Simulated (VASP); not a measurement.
Here is a VASP 6.6.1 calculation.

Contents of INCAR:

```
SYSTEM = CoSi2
ALGO = Normal ; EDIFF = 1E-6
ENCUT = 600 ; GGA = PE
GGA_COMPAT = .FALSE. ; ISIF = 2
ISMEAR = 1 ; LASPH = .TRUE.
LCHARG = .FALSE. ; LREAL = .FALSE.
LWAVE = .FALSE. ; NBANDS = 16
NELM = 120 ; PREC = Accurate
SIGMA = 0.13605693122994
```

Contents of KPOINTS:

```
k-points
0
G
  2 2 2
  0 0 0
```

The input POSCAR:

```
CoSi2
1.0
    0.0000000000      2.6825000000      2.6825000000
    2.6825000000      0.0000000000      2.6825000000
    2.6825000000      2.6825000000      0.0000000000
Co Si
1 2
Direct
    0.0000000000      0.0000000000      0.0000000000
    0.2500000000      0.2500000000      0.2500000000
    0.7500000000      0.7500000000      0.7500000000
```

Potentials or basis: VASP PAW PBE potentials, release 64 (Co, Si).

Command:

```bash
$ cat potpaw_PBE.64/Co/POTCAR potpaw_PBE.64/Si/POTCAR > POTCAR
$ mpirun -np 1 vasp_std > vasp.out
```

(1) Estimate the pressure.

Results:

(1) -4.4 GPa.

Caveat: the k points lie up to 1.01 Å⁻¹ apart.
